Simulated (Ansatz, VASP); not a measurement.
**HfF2: VASP beside Ansatz**

```
CELL_PARAMETERS angstrom
0.00000 2.69832 2.69832
2.69832 0.00000 2.69832
2.69832 2.69832 0.00000
ATOMIC_POSITIONS crystal
Hf 0.00000 0.00000 0.00000
F 0.25000 0.25000 0.25000
F 0.75000 0.75000 0.75000
```

Alike in both runs: functional PBE; k mesh 14 × 14 × 14; occupations gaussian, width 0.1 eV; no spin polarisation.

Ansatz relaxed the structure, and its values are those at the end. VASP's run is a single point on that final structure, the one shown.

```csv
,VASP,Ansatz
version,VASP 6.6.1,Ansatz 0.2.0
potentials or method,"VASP PAW PBE potentials, release 64 (Hf_pv, F), cutoff 520 eV","scalar-relativistic, plane waves, PAW"
valence electrons in the cell,24,40
```

Ansatz gave:

- gap on the k mesh at the Fermi level (eV): none
- pressure (GPa): 0.0

Problem. Estimate VASP's values.

Solution. gap on the k mesh at the Fermi level (eV): none; pressure (GPa): -2.2.

A gap of «none» marks a metal or a gap that the smearing closes. VASP's potentials hold 24 valence electrons a cell and Ansatz's 40, so a difference there can come from the potentials and not from the codes.

Neither program's run includes spin-orbit coupling.
